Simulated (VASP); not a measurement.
# Al12Ga in VASP: further runs

Al12Ga is run at these levels: LDA; tasks: single point.

All numbers are computed with VASP 6.6.1; they aren't measurements. Logs are shortened: lines on timing, memory, paths and dates and some standing lists are left out, and cuts for length are marked.

### Step 1. The cell of the first run

The cell holds a slab with vacuum, 13 atoms: a = 5.634 Å, b = 5.634 Å, c = 21.104 Å, α = 90.00°, β = 90.00°, γ = 90.00°.

### Step 2. Single point, LDA, collinear spin

INCAR reads:

```
  ALGO = Normal
  DIPOL = 0.5 0.5 0.305
  EDIFF = 1E-6
  ENCUT = 520
  IDIPOL = 3
  ISIF = 2
  ISMEAR = 0
  ISPIN = 2
  LASPH = T
  LCHARG = T
  LDIPOL = T
  LELF = T
  LORBIT = 11
  LREAL = F
  LVACPOTAV = T
  LVHAR = T
  LWAVE = F
  MAGMOM = 0 0 0 0 0 0 0 0 0 0 0 0 1
  NBANDS = 40
  NELM = 150
  PREC = Accurate
  SIGMA = 0.1
```

KPOINTS reads:

```
k-points
0
Gamma
  5 5 1
```

POSCAR reads:

```
Al12Ga
1.0
    5.6343731020      0.0000000000      0.0000000000
    0.0000000000      5.6343731020      0.0000000000
    0.0000000000      0.0000000000     21.1039189491
Al Ga
12 1
Direct
    0.2500000000      0.2500000000      0.1895382564
    0.2500000000      0.7500000000      0.1895382564
    0.7500000000      0.2500000000      0.1895382564
    0.7500000000      0.7500000000      0.1895382564
    0.0000000000      0.0000000000      0.2867506898
    0.0000000000      0.5000000000      0.2867506898
    0.5000000000      0.0000000000      0.2867506898
    0.5000000000      0.5000000000      0.2867506898
    0.2500000000      0.2500000000      0.3840006668
    0.2500000000      0.7500000000      0.3840006668
    0.7500000000      0.2500000000      0.3840006668
    0.7500000000      0.7500000000      0.3840006668
    0.5000000000      0.5000000000      0.5256805135
```

Potentials or basis: VASP PAW LDA potentials, release 64 (Al, Ga_d).

Launch:

```sh
cat potpaw_LDA.64/Al/POTCAR potpaw_LDA.64/Ga_d/POTCAR > POTCAR
mpirun -np 1 vasp_std > vasp.out
```

OUTCAR:

```text
EDIFF = 1E-6
   ENCUT = 520
   ISIF = 2
   ISMEAR = 0
   ISPIN = 2
   LASPH = T
   LORBIT = 11
   LREAL = F
   NELM = 150
   PREC = Accurate

 ion  position               nearest neighbor table
   1  0.250  0.250  0.190-   2 2.82   3 2.82   2 2.82   3 2.82   7 2.86   8 2.86   5 2.86   6 2.86

   2  0.250  0.750  0.190-   1 2.82   4 2.82   1 2.82   4 2.82   7 2.86   8 2.86   5 2.86   6 2.86

   3  0.750  0.250  0.190-   1 2.82   4 2.82   4 2.82   1 2.82   7 2.86   8 2.86   5 2.86   6 2.86
[... 15 lines left out ...]
  11  0.750  0.250  0.384-   9 2.82  12 2.82  12 2.82   9 2.82   5 2.86   6 2.86   7 2.86   8 2.86

  12  0.750  0.750  0.384-  10 2.82  11 2.82  11 2.82  10 2.82   5 2.86   6 2.86   7 2.86   8 2.86

  13  0.500  0.500  0.526-

  LATTYP: Found a simple tetragonal cell.
 ALAT       =     5.6343731020
 C/A-ratio  =     3.7455664662

  Lattice vectors:

 A1 = (   5.6343731020,   0.0000000000,   0.0000000000)
 A2 = (   0.0000000000,   5.6343731020,   0.0000000000)
 A3 = (   0.0000000000,   0.0000000000,  21.1039189491)

Analysis of symmetry for initial positions (statically):
=====================================================================
 Subroutine PRICEL returns:
 Original cell was already a primitive cell.

 Routine SETGRP: Setting up the symmetry group for a
 simple tetragonal supercell.

 Subroutine GETGRP returns: Found  8 space group operations
 (whereof  8 operations were pure point group operations)
 out of a pool of 16 trial point group operations.

The static configuration has the point symmetry C_4v.

Analysis of symmetry for dynamics (positions and initial velocities):
=====================================================================
 Subroutine PRICEL returns:
 Original cell was already a primitive cell.

 Routine SETGRP: Setting up the symmetry group for a
 simple tetragonal supercell.

 Subroutine GETGRP returns: Found  8 space group operations
 (whereof  8 operations were pure point group operations)
 out of a pool of 16 trial point group operations.

The dynamic configuration has the point symmetry C_4v.

Analysis of structural, dynamic, and magnetic symmetry:
=====================================================================
 Subroutine PRICEL returns:
 Original cell was already a primitive cell.

 Routine SETGRP: Setting up the symmetry group for a
[... 177 lines left out ...]
      3     -16.0270      1.00000
      4     -16.0270      1.00000
      5     -16.0152      1.00000
      6     -10.5973      1.00000
[... 223 lines left out ...]
     35       2.5913      0.00000
     36       2.6046      0.00000
 Fermi energy:        -0.1986274246

 spin component 2

 k-point     1 :       0.0000    0.0000    0.0000
  band No.  band energies     occupation
      1     -16.0618      1.00000
      2     -16.0617      1.00000
      3     -16.0270      1.00000
      4     -16.0270      1.00000
      5     -16.0152      1.00000
      6     -10.5973      1.00000
[... 223 lines left out ...]
     35       2.5913      0.00000
     36       2.6046      0.00000
 [bands above 36 left out]

------------------------ aborting loop because EDIFF is reached ----------------------------------------

  FORCE on cell =-STRESS in cart. coord.  units (eV):
  Direction    XX          YY          ZZ          XY          YZ          ZX
  --------------------------------------------------------------------------------------
  -------------------------------------------------------------------------------------
  Total       -8.2874574     -8.2874574     -4.8742420      0.0000000      0.0000000      0.0000000
  in kB      -19.8188102    -19.8188102    -11.6563708      0.0000000      0.0000000      0.0000000
  external PRESSURE =     -17.0979971 kB  Pullay stress =       0.0000000 kB

 VOLUME and BASIS-vectors are now :
 -----------------------------------------------------------------------------
  energy-cutoff  :      520.00
  volume of cell :      669.97
      direct lattice vectors                 reciprocal lattice vectors
     5.634373102  0.000000000  0.000000000     0.177482034  0.000000000  0.000000000
     0.000000000  5.634373102  0.000000000     0.000000000  0.177482034  0.000000000
     0.000000000  0.000000000 21.103918949     0.000000000  0.000000000  0.047384564

 POSITION                                       TOTAL-FORCE (eV/Angst)
 -----------------------------------------------------------------------------------
      1.40859      1.40859      4.00000         0.054946      0.054946      0.011883
      1.40859      4.22578      4.00000         0.054946     -0.054946      0.011883
      4.22578      1.40859      4.00000        -0.054946      0.054946      0.011883
      4.22578      4.22578      4.00000        -0.054946     -0.054946      0.011883
      0.00000      0.00000      6.05156        -0.000000      0.000000      0.025338
      0.00000      2.81719      6.05156        -0.000000      0.000000      0.088149
      2.81719      0.00000      6.05156        -0.000000      0.000000      0.088149
      2.81719      2.81719      6.05156        -0.000000      0.000000      0.042864
      1.40859      1.40859      8.10392         0.084749      0.084749      0.275325
      1.40859      4.22578      8.10392         0.084749     -0.084749      0.275325
      4.22578      1.40859      8.10392        -0.084749      0.084749      0.275325
      4.22578      4.22578      8.10392        -0.084749     -0.084749      0.275325
      2.81719      2.81719     11.09392        -0.000000      0.000000     -1.393332
 -----------------------------------------------------------------------------------
    total drift:                                0.000000     -0.000000      0.001440

  FREE ENERGIE OF THE ION-ELECTRON SYSTEM (eV)
  ---------------------------------------------------
  free  energy   TOTEN  =       -48.4355072373 eV

  energy  without entropy=      -48.4140306901  energy(sigma->0) =      -48.42476896

 vacuum level on the upper side and lower side of the slab         3.168         4.314

 total charge

# of ion       s       p       d       tot
------------------------------------------
    1        0.485   0.302   0.000   0.787
    2        0.485   0.302   0.000   0.787
    3        0.485   0.302   0.000   0.787
    4        0.485   0.302   0.000   0.787
    5        0.444   0.349   0.000   0.793
    6        0.440   0.355   0.000   0.795
    7        0.440   0.355   0.000   0.795
    8        0.439   0.358   0.000   0.797
    9        0.473   0.310   0.000   0.782
   10        0.473   0.310   0.000   0.782
   11        0.473   0.310   0.000   0.782
   12        0.473   0.310   0.000   0.782
   13        1.204   0.237   9.919  11.359
--------------------------------------------------
tot          6.799   4.101   9.919  20.818

 magnetization (x)

# of ion       s       p       d       tot
------------------------------------------
    1       -0.000  -0.000   0.000  -0.000
    2       -0.000  -0.000   0.000  -0.000
    3       -0.000  -0.000   0.000  -0.000
    4       -0.000  -0.000   0.000  -0.000
    5        0.000   0.000   0.000   0.000
    6        0.000   0.000   0.000   0.000
    7        0.000   0.000   0.000   0.000
    8        0.000   0.000   0.000   0.000
    9        0.000   0.000   0.000   0.000
   10        0.000   0.000   0.000   0.000
   11        0.000   0.000   0.000   0.000
   12        0.000   0.000   0.000   0.000
   13       -0.000   0.000  -0.000   0.000
--------------------------------------------------
tot         -0.000   0.000  -0.000   0.000
```

stdout:

```text
POSCAR found type information on POSCAR AlGa
 POSCAR found :  2 types and      13 ions
 scaLAPACK will be used
 LDA part: xc-table for (Slater(with rela. corr.)+CA(PZ))
 , standard interpolation
 POSCAR, INCAR and KPOINTS ok, starting setup
 FFT: planning ... GRIDC
 FFT: planning ... GRID_SOFT
 FFT: planning ... GRID
 WAVECAR not read
 entering main loop
 -----------------------------------------------------------------------------
|                                                                             |
|           W    W    AA    RRRRR   N    N  II  N    N   GGGG   !!!           |
|           W    W   A  A   R    R  NN   N  II  NN   N  G    G  !!!           |
|           W    W  A    A  R    R  N N  N  II  N N  N  G       !!!           |
|           W WW W  AAAAAA  RRRRR   N  N N  II  N  N N  G  GGG   !            |
|           WW  WW  A    A  R   R   N   NN  II  N   NN  G    G                |
|           W    W  A    A  R    R  N    N  II  N    N   GGGG   !!!           |
|                                                                             |
|     Did not find any points to average over, which means that no vacuum     |
|     field-free region was found. Please increase the size of  your cell     |
|     in the dimension of the dipole correction to obtain accurate            |
|     workfunction values.                                                    |
|                                                                             |
 -----------------------------------------------------------------------------
```

Run time: 23 min. Hardware: 1 thread of Intel Xeon 8259CL, shared host; peak memory 0.64 GiB.

What came out:

| Quantity | Value |
| --- | --- |
| Free energy | -48.4355 eV |
| Largest force | 1.393 eV/Å |
| Net moment | 0.00 μB per cell |
| Valence electrons inside the program's atomic spheres | Al 0.79, 0.80, 0.78 (each value once); Ga 11.36 |

Forces in eV/Å, atoms in the order of the input:
```
Al   0.055  0.055  0.012
Al   0.055 -0.055  0.012
Al  -0.055  0.055  0.012
Al  -0.055 -0.055  0.012
Al   0.000  0.000  0.025
Al   0.000  0.000  0.088
Al   0.000  0.000  0.088
Al   0.000  0.000  0.043
Al   0.085  0.085  0.275
Al   0.085 -0.085  0.275
Al  -0.085  0.085  0.275
Al  -0.085 -0.085  0.275
Ga   0.000  0.000 -1.393
```

### Step 3. Single point, LDA, collinear spin

INCAR reads:

```
PREC     = Accurate       # precision mode
ENCUT    = 520            # plane-wave cutoff, eV
EDIFF    = 1E-6           # SCF threshold, eV
ISMEAR   = 0              # smearing method
SIGMA    = 0.1            # smearing width, eV
LREAL    = False          # projectors in reciprocal space
LASPH    = True           # aspherical terms in the spheres
NELM     = 150            # most SCF steps
ALGO     = Normal         # electronic algorithm
ISIF     = 2              # what is computed and relaxed
LWAVE    = False          # write WAVECAR
LCHARG   = False          # write CHGCAR
ISPIN    = 2              # spin polarisation
MAGMOM   = 0 0 0 0 0 0 0 0 0 0 0 0 1 # initial moments
LORBIT   = 11             # projections on sites
LDIPOL   = True         
IDIPOL   = 3            
DIPOL    = 0.5 0.5 0.301
NBANDS   = 40             # bands
```

KPOINTS reads:

```
regular mesh
0
Gamma
  5 5 1
```

Changes to POSCAR since step 2:

```diff
@@ -20,2 +20,2 @@
     0.7500000000      0.7500000000      0.3840006668
-    0.5000000000      0.5000000000      0.5256805135
+    0.5000000000      0.5000000000      0.4678713453
```

Potentials or basis: VASP PAW LDA potentials, release 64 (Al, Ga_d).

Launch:

```sh
cat potpaw_LDA.64/Al/POTCAR potpaw_LDA.64/Ga_d/POTCAR > POTCAR
mpirun -np 1 vasp_std > vasp.out
```

OUTCAR:

```text
PREC = Accurate
   ENCUT = 520
   EDIFF = 1E-6
   ISMEAR = 0
   LREAL = False
   LASPH = True
   NELM = 150
   ISIF = 2
   ISPIN = 2
   LORBIT = 11

 ion  position               nearest neighbor table
   1  0.250  0.250  0.190-   2 2.82   3 2.82   2 2.82   3 2.82   7 2.86   8 2.86   5 2.86   6 2.86

   2  0.250  0.750  0.190-   1 2.82   4 2.82   1 2.82   4 2.82   7 2.86   8 2.86   5 2.86   6 2.86

   3  0.750  0.250  0.190-   1 2.82   4 2.82   4 2.82   1 2.82   7 2.86   8 2.86   5 2.86   6 2.86
[... 4 lines left out ...]
                            11 2.86  12 2.86   9 2.86  10 2.86
   6  0.000  0.500  0.287-   5 2.82   8 2.82   5 2.82   8 2.82   1 2.86   2 2.86   3 2.86   4 2.86
                            11 2.86  12 2.86   9 2.86  10 2.86
   7  0.500  0.000  0.287-   5 2.82   8 2.82   8 2.82   5 2.82   1 2.86   2 2.86   3 2.86   4 2.86
                            11 2.86  12 2.86   9 2.86  10 2.86
   8  0.500  0.500  0.287-   6 2.82   7 2.82   7 2.82   6 2.82   1 2.86   2 2.86   3 2.86   4 2.86
                            11 2.86  12 2.86   9 2.86  10 2.86
   9  0.250  0.250  0.384-  13 2.66  11 2.82  10 2.82  10 2.82  11 2.82   6 2.86   7 2.86   8 2.86
[... 740 lines left out ...]

 vacuum level on the upper side and lower side of the slab         4.001         3.938

 total charge

# of ion       s       p       d       tot
------------------------------------------
    1        0.483   0.303   0.000   0.785
    2        0.483   0.303   0.000   0.785
    3        0.483   0.303   0.000   0.785
    4        0.483   0.303   0.000   0.785
    5        0.449   0.341   0.000   0.790
    6        0.440   0.358   0.000   0.797
    7        0.440   0.358   0.000   0.797
    8        0.444   0.352   0.000   0.796
    9        0.464   0.329   0.000   0.793
   10        0.464   0.329   0.000   0.793
   11        0.464   0.329   0.000   0.793
   12        0.464   0.329   0.000   0.793
   13        1.099   0.557   9.940  11.596
--------------------------------------------------
tot          6.660   4.492   9.940  21.092

 magnetization (x)

# of ion       s       p       d       tot
------------------------------------------
    1       -0.000   0.000   0.000   0.000
    2       -0.000   0.000   0.000   0.000
    3       -0.000   0.000   0.000   0.000
    4       -0.000   0.000   0.000   0.000
    5       -0.000   0.000   0.000  -0.000
    6       -0.000   0.000   0.000   0.000
    7       -0.000   0.000   0.000   0.000
    8        0.000   0.000   0.000   0.000
    9        0.000   0.000   0.000   0.000
   10        0.000   0.000   0.000   0.000
   11        0.000   0.000   0.000   0.000
   12        0.000   0.000   0.000   0.000
   13        0.000   0.000  -0.000   0.000
--------------------------------------------------
tot          0.000   0.000  -0.000   0.000
```

OSZICAR:

```text
N       E                     dE             d eps       ncg     rms          rms(c)
DAV:   1     0.184287732588E+03    0.18429E+03   -0.16354E+04  1048   0.911E+02
DAV:   2    -0.369077864661E+02   -0.22120E+03   -0.20908E+03  1272   0.179E+02
[... 18 lines left out ...]
DAV:  21    -0.494762007248E+02   -0.16527E-03   -0.16543E-05  1048   0.816E-03    0.442E-03
DAV:  22    -0.494763550569E+02   -0.15433E-03   -0.23073E-05  1072   0.792E-03    0.277E-03
DAV:  23    -0.494763925945E+02   -0.37538E-04   -0.34352E-06   968   0.334E-03    0.172E-03
DAV:  24    -0.494764121297E+02   -0.19535E-04   -0.22283E-06   904   0.235E-03    0.102E-03
DAV:  25    -0.494764161432E+02   -0.40135E-05   -0.68543E-07   936   0.142E-03    0.933E-04
DAV:  26    -0.494764171860E+02   -0.10428E-05   -0.10315E-07   848   0.880E-04    0.393E-04
DAV:  27    -0.494764179494E+02   -0.76344E-06   -0.92891E-08   824   0.812E-04
   1 F= -.49476418E+02 E0= -.49461906E+02  d E =-.290246E-01  mag=     0.0002
```

stdout:

```text
POSCAR found type information on POSCAR AlGa
 POSCAR found :  2 types and      13 ions
 scaLAPACK will be used
 LDA part: xc-table for (Slater(with rela. corr.)+CA(PZ))
 , standard interpolation
 POSCAR, INCAR and KPOINTS ok, starting setup
 FFT: planning ... GRIDC
 FFT: planning ... GRID_SOFT
 FFT: planning ... GRID
 WAVECAR not read
 entering main loop
```

Run time: 8.5 min. Hardware: 1 thread of Intel Xeon Platinum 8488C (Sapphire Rapids), shared host; peak memory 0.63 GiB.

What came out:

```yaml
Free_energy: -49.4764 eV
Largest_force: 0.411 eV/Å
Net_moment: 0.00 μB per cell
Valence_electrons_inside_the_program's_atomic_spheres: Al 0.79, 0.80 (each value once); Ga 11.60
```

Forces in eV/Å, atoms in the order of the input:
```
Al  -0.001 -0.001 -0.007
Al  -0.001  0.001 -0.007
Al   0.001 -0.001 -0.007
Al   0.001  0.001 -0.007
Al   0.000  0.000 -0.005
Al   0.000  0.000  0.024
Al   0.000  0.000  0.024
Al   0.000  0.000  0.029
Al  -0.290 -0.290 -0.038
Al  -0.290  0.290 -0.038
Al   0.290 -0.290 -0.038
Al   0.290  0.290 -0.038
Ga   0.000  0.000  0.105
```

Levels at points of the mesh, in eV from the Fermi level:
Spin up:
| k point | band 22 | band 23 | band 24 | band 25 | band 26 | band 27 | band 28 | band 29 |
| --- | --- | --- | --- | --- | --- | --- | --- | --- |
| (0.00, 0.00, 0.00) | -1.17 | -0.85 | -0.51 | -0.22 | -0.19 | -0.19 | -0.16 | 1.13 |
Spin down:
```
           k point  band 22  band 23  band 24  band 25  band 26  band 27  band 28  band 29
(0.00, 0.00, 0.00)    -1.17    -0.85    -0.51    -0.22    -0.19    -0.19    -0.16     1.13
```

### Step 4. Single point, LDA, collinear spin

INCAR reads:

```
SYSTEM = Al12Ga
PREC = Accurate
ENCUT = 520
EDIFF = 1E-6
ISMEAR = 0
SIGMA = 0.1
LREAL = .FALSE.
LASPH = .TRUE.
NELM = 150
ALGO = Normal
ISIF = 2
LWAVE = .FALSE.
LCHARG = .TRUE.
ISPIN = 2
MAGMOM = 0 0 0 0 0 0 0 0 0 0 0 0 1
LORBIT = 11
LDIPOL = .TRUE.
IDIPOL = 3
DIPOL = 0.5 0.5 0.307
LELF = .TRUE.
LVHAR = .TRUE.
LVACPOTAV = .TRUE.
NBANDS = 40
```

KPOINTS reads:

```
regular mesh
0
G
  5 5 1
  0 0 0
```

Changes to POSCAR since step 3:

```diff
@@ -20,2 +20,2 @@
     0.7500000000      0.7500000000      0.3840006668
-    0.5000000000      0.5000000000      0.4678713453
+    0.2500000000      0.2500000000      0.5493727955
```

Launch:

```sh
cat potpaw_LDA.64/Al/POTCAR potpaw_LDA.64/Ga_d/POTCAR > POTCAR
mpirun -np 1 vasp_std > vasp.out
```

It took 15 min on 1 thread of Intel Xeon 8259CL, shared host; peak memory 0.64 GiB.

The run converged. Its results:

- Free energy: -47.7612 eV
- Largest force: 1.224 eV/Å
- Net moment: 0.00 μB per cell
- Valence electrons inside the program's atomic spheres: Al 0.79, 0.80, 0.78 (each value once); Ga 11.35

Forces in eV/Å, atoms in the order of the input:
```
Al   0.000  0.000 -0.015
Al   0.000  0.000  0.020
Al   0.000  0.000  0.020
Al   0.000  0.000  0.060
Al   0.035  0.035  0.057
Al   0.035 -0.035  0.057
Al  -0.035  0.035  0.057
Al  -0.035 -0.035  0.057
Al   0.000  0.000  0.451
Al   0.000  0.000  0.187
Al   0.000  0.000  0.187
Al   0.000  0.000  0.087
Ga   0.000  0.000 -1.224
```

Levels at points of the mesh, in eV from the Fermi level:
Spin up:
```tsv
k point	band 21	band 22	band 23	band 24	band 25	band 26	band 27	band 28
(0.00, 0.00, 0.00)	-0.94	-0.85	-0.79	-0.41	-0.15	-0.15	-0.04	-0.04
```
Spin down:
| k point | band 21 | band 22 | band 23 | band 24 | band 25 | band 26 | band 27 | band 28 |
| --- | --- | --- | --- | --- | --- | --- | --- | --- |
| (0.00, 0.00, 0.00) | -0.94 | -0.85 | -0.79 | -0.41 | -0.15 | -0.15 | -0.04 | -0.04 |

### Step 5. The runs side by side

```csv
cell,gap on the mesh (eV),moment (μB),largest force (eV/Å)
"as given, atomic positions A",none,0.00,1.39
"as given, atomic positions B",none,0.00,0.41
"as given, atomic positions C",none,0.00,1.22
```

Alike in all rows: task single point; level LDA; potentials or basis VASP PAW LDA potentials, release 64 (Al, Ga_d); spin collinear; k mesh 5 × 5 × 1; cutoff (eV) 520; smearing gaussian 0.1 eV.

Absolute energies hang on the potentials; compare differences alone.
